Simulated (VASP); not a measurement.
Set up this calculation in VASP 6.6.1, as the native input.

```
Task                   : relaxation of cell and atoms
Functional             : PBE
Potentials or basis    : VASP PAW PBE potentials, release 64 (Hf_pv, W_sv, S)
Cutoff                 : 600 eV
k mesh                 : 4 × 4 × 4
Occupations            : gaussian, width 0.1 eV
Spin                   : no spin polarisation
Dipole correction      : no
Further INCAR settings : ALGO = Normal; EDIFF = 1e-07; IBRION = 2; EDIFFG = -0.04; NSW = 90; ISIF = 3
```

The structure of Hf2WS2 lies in POSCAR:

```
Hf2WS2
1.0
    4.2409085400      0.0000000000      0.0000000000
    0.0000000000      4.2409085400      0.0000000000
    0.0000000000      0.0000000000      6.0439065300
Hf W S
2 1 2
Direct
    0.5000000000      0.5000000000      0.5000000000
    0.0000000000      0.0000000000      0.5000000000
    0.5000000000      0.5000000000      0.0000000000
    0.0000000000      0.5000000000      0.8127270700
    0.5000000000      0.0000000000      0.1872729300
```

The cell was built from a structure type or drawn by symmetry, and may not be a known phase.

The input as run:

INCAR

```
ALGO = Normal
EDIFF = 1E-7
EDIFFG = -0.04
ENCUT = 600
GGA = PE
IBRION = 2
ISIF = 3
ISMEAR = 0
LASPH = True
LCHARG = False
LREAL = False
LWAVE = False
NELM = 80
NSW = 90
PREC = Accurate
SIGMA = 0.1
```

KPOINTS

```
k-points
0
Gamma
  4 4 4
```

Potentials or basis: VASP PAW PBE potentials, release 64 (Hf_pv, W_sv, S).

The run is started by

```console
$ cat potpaw_PBE.64/Hf_pv/POTCAR potpaw_PBE.64/W_sv/POTCAR potpaw_PBE.64/S/POTCAR > POTCAR
$ mpirun -np 1 vasp_std > vasp.out
```

It gave:

| Item | Value |
| --- | --- |
| Relaxed volume | 19.69 Å³/atom |
| Relaxed cell | a = 4.128 Å, b = 4.128 Å, c = 5.777 Å, α = 90.00°, β = 90.00°, γ = 90.00° |
| Space group after relaxing (to 0.1 Å) | P-4m2 (No. 115) |
| Energy gained by relaxing | 73.0 meV/atom |
| Ionic steps | 9 |
| Pressure after relaxing | 0.2 GPa |
| Band gap on the k mesh | zero (bands 23 and 24 overlap by 0.65 eV) |

Caveat: the k points lie up to 0.38 Å⁻¹ apart in the final cell, too coarse for converged energies and pressures of a metal; spin-orbit coupling is left out, which moves the levels of the heavy elements.

Wall time 5 min on 1 thread of Intel(R) Xeon(R) Platinum 8488C (Sapphire Rapids), on a shared host, peak memory 0.28 GiB.
